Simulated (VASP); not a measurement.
# RbBr: single point with r2SCAN

Crystal: RbBr.

```
Rb Br
1.0
     0.00000    3.40891    3.47499
     3.40891    0.00000    3.47499
     3.40891    3.40891    0.00000
Rb Br
1 1
Direct
  0.00000 0.00000 0.00000
  0.50000 0.50000 0.50000
```

This cell differs from its parent crystal: epitaxial xy strain -1.5%.

```json
{"Program": "VASP 6.6.1", "Task": "single point", "Functional": "r2SCAN", "Potentials or basis": "VASP PAW PBE potentials, release 64 (Rb_sv, Br)", "Cutoff": "520 eV", "k mesh": "6 × 6 × 6", "Occupations": "gaussian, width 0.01 eV", "Spin": "no spin polarisation"}
```

```yaml
Pressure: 0.5 GPa
Band_gap_on_the_k_mesh: 4.95 eV
```

Stress tensor (GPa, compression positive):
```
0.68 0.00 0.00
0.00 0.68 0.00
0.00 0.00 0.02
```

Levels at points of the mesh, in eV from the valence-band top:
```csv
k point,band 6,band 7,band 8,band 9,band 10,band 11
"(0.00, 0.00, 0.00)",-0.02,0.00,0.00,4.95,7.80,7.91
"(0.50, 0.00, 0.00)",-0.97,-0.35,-0.35,7.27,8.26,10.20
"(0.50, 0.50, 0.00)",-0.51,-0.15,-0.15,6.08,7.92,9.65
"(0.50, 0.00, 0.50)",-0.47,-0.18,-0.17,6.05,7.94,9.72
```

Run time: 4.4 min on 1 thread of Oxide Virtual Turin-like Processor (shared host), peak memory 0.2 GiB.

Caveat: the cell differs from its parent crystal (epitaxial xy strain -1.5%); the PAW data sets were made with another functional, which shifts forces and pressure a little.
